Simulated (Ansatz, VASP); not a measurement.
# One calculation of WS2, two programs

```
S W
1.0
     3.13074    0.00000    0.00000
    -1.56537    2.71130    0.00000
     0.00000    0.00000   30.08000
S W
2 1
Direct
  0.66667 0.33333 0.23270
  0.66667 0.33333 0.33712
  0.33333 0.66667 0.28491
```

Alike in both runs: functional PBEsol; dispersion D4; k mesh 12 × 12 × 1; occupations gaussian, width 0.03 eV; no spin polarisation.

Ansatz relaxed the structure, and its values are those at the end. VASP's run is a single point on that final structure, the one shown.

|  | VASP | Ansatz |
| --- | --- | --- |
| version | VASP 6.6.1 | Ansatz 0.2.0 |
| potentials or method | VASP PAW PBE potentials, release 64 (S, W_sv), cutoff 400 eV | scalar-relativistic, plane waves, PAW |
| valence electrons in the cell | 26 | 26 |

```tsv
	VASP	Ansatz	Ansatz less VASP
gap on the k mesh at the Fermi level (eV)	2.00	2.00	0.000
least direct gap on the mesh (eV)	2.01	2.00	-0.004
rms of the force components (eV/Å)	0.008	0.000	-0.0074
```

VASP's potentials were made for PBE, not for PBEsol, and Ansatz warns of the same on its side. Ansatz's warnings: slab cell height set, structure snapped to symmetry.

Neither program's run includes spin-orbit coupling.
